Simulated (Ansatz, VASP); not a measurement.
## InSb in VASP and in Ansatz

```xyz
4
Lattice="5.3925 0.0000 0.0000 0.0000 5.7498 0.0000 0.0000 0.0000 3.0833" Properties=species:S:1:pos:R:3 pbc="T T T"
In    0.0000    0.0000    0.0000
In    2.6962    2.8749    0.0000
Sb    2.6962    0.0000    2.5745
Sb    0.0000    2.8749    0.5087
```

Change from the starting cell: volume scaled by 1.02, crystal datasets.

Alike in both runs: task electric field gradients; functional LDA; k mesh 6 × 6 × 11; occupations fermi-dirac, width 0.08 eV; no spin polarisation.

|  | VASP | Ansatz |
| --- | --- | --- |
| version | VASP 6.6.1 | Ansatz 0.2.0 |
| potentials or method | VASP PAW LDA potentials, release 64 (In_d, Sb), cutoff 520 eV | all-electron PAW with datasets made for the crystal, scalar-relativistic |

```tsv
	VASP	Ansatz	Ansatz less VASP
pressure (GPa)	9.7	9.5	-0.23
traceless stress, the component that is largest in VASP (GPa)	10.34	10.29	-0.053
rms of the force components (eV/Å)	0.249	0.246	-0.0027
size of Vzz on the site where it differs most (V/Å²)	83.8	73.2	-10.56
```

LDA's correlation is that of Perdew and Zunger in VASP and of Perdew and Wang (1992) in Ansatz. Atom by atom the forces differ by 0.003 eV/Å (rms over components). Ansatz ran all-electron here, and VASP with PAW potentials.

Neither program's run includes spin-orbit coupling.
